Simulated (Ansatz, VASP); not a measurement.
## In in VASP and in Ansatz

```
In
1.0
     1.66964    0.96397    8.20746
    -1.66964    0.96397    8.20746
     0.00000   -1.92793    8.20746
In
3
Direct
  0.00000 0.00000 0.00000
  0.77801 0.77801 0.77801
  0.22199 0.22199 0.22199
```

Alike in both runs: task electric field gradients; functional PBE; k mesh 14 × 14 × 14; occupations fermi-dirac, width 0.05 eV; no spin polarisation.

```csv
,VASP,Ansatz
version,VASP 6.6.1,Ansatz 0.2.0
potentials or method,"VASP PAW PBE potentials, release 64 (In_d), cutoff 520 eV","all-electron PAW with datasets made for the crystal, scalar-relativistic"
```

|  | VASP | Ansatz | Ansatz less VASP |
| --- | --- | --- | --- |
| pressure (GPa) | 1.7 | 1.7 | +0.03 |
| traceless stress, the component that is largest in VASP (GPa) | 0.16 | 0.16 | -0.002 |
| rms of the force components (eV/Å) | 0.008 | 0.008 | -0.0002 |
| size of Vzz on the site where it differs most (V/Å²) | 4.5 | 4.8 | +0.33 |

Atom by atom the forces differ by 0.000 eV/Å (rms over components). Ansatz ran all-electron here, and VASP with PAW potentials.
